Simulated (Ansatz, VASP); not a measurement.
**One calculation of HfN, two programs**

```
CELL_PARAMETERS angstrom
0.00000 2.25600 2.25600
2.25600 0.00000 2.25600
2.25600 2.25600 0.00000
ATOMIC_POSITIONS crystal
Hf 0.00000 0.00000 0.00000
N 0.50000 0.50000 0.50000
```

Alike in both runs: task single point; functional PBE; k mesh 13 × 13 × 13; no spin polarisation.

|  | VASP | Ansatz |
| --- | --- | --- |
| version | VASP 6.6.1 | Ansatz 0.2.0 |
| potentials or method | VASP PAW PBE potentials, release 64 (Hf_pv, N) | plane waves, PAW |
| plane-wave cutoff (eV) | 520 | 420 |
| occupations | methfessel-paxton of order 1, width 0.2 eV | cold, width 0.2 eV |
| valence electrons in the cell | 15 | 31 |

Ansatz gave:

```
pressure (GPa) : 6.5
```

Question: What did VASP give for the same quantities?

Answer: Pressure (GPa): 4.1.

VASP's potentials hold 15 valence electrons a cell and Ansatz's 31, so a difference there can come from the potentials and not from the codes.

Spin-orbit coupling is off throughout.
